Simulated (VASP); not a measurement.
Input of a VASP 6.6.1 run:

Contents of INCAR:

```
SYSTEM = HfC
PREC = Accurate ; ENCUT = 520
EDIFF = 1E-6 ; ISMEAR = -1
SIGMA = 0.05 ; LREAL = .False.
LASPH = .True. ; NELM = 100
ALGO = Normal ; ISIF = 2
LWAVE = .False. ; LCHARG = .True.
GGA = PE ; LELF = .True.
LVHAR = .True. ; NBANDS = 14
```

KPOINTS

```
Automatic mesh
0
Gamma
  15 15 15
  0 0 0
```

POSCAR

```
HfC
1.0
    0.0000000000      2.3250000000      2.3715000000
    2.3250000000      0.0000000000      2.3715000000
    2.3250000000      2.3250000000      0.0000000000
Hf C
1 1
Direct
    0.5000000000      0.5000000000      0.5000000000
    0.0000000000      0.0000000000      0.0000000000
```

Potentials or basis: VASP PAW PBE potentials, release 64 (Hf_pv, C).

Launch:

```bash
$ cat potpaw_PBE.64/Hf_pv/POTCAR potpaw_PBE.64/C/POTCAR > POTCAR
$ mpirun -np 1 vasp_std > vasp.out
```

(1) Estimate the band gap on the k mesh.

(2) Estimate the pressure.

Results:

(1) zero (band 7 reaches 6.82 eV, above the bottom of band 8 at 5.35 eV).

(2) -4.8 GPa.

Caveat: the cell differs from its parent crystal (zz strain of +2 %); spin-orbit coupling is left out, which moves the levels of the heavy elements.
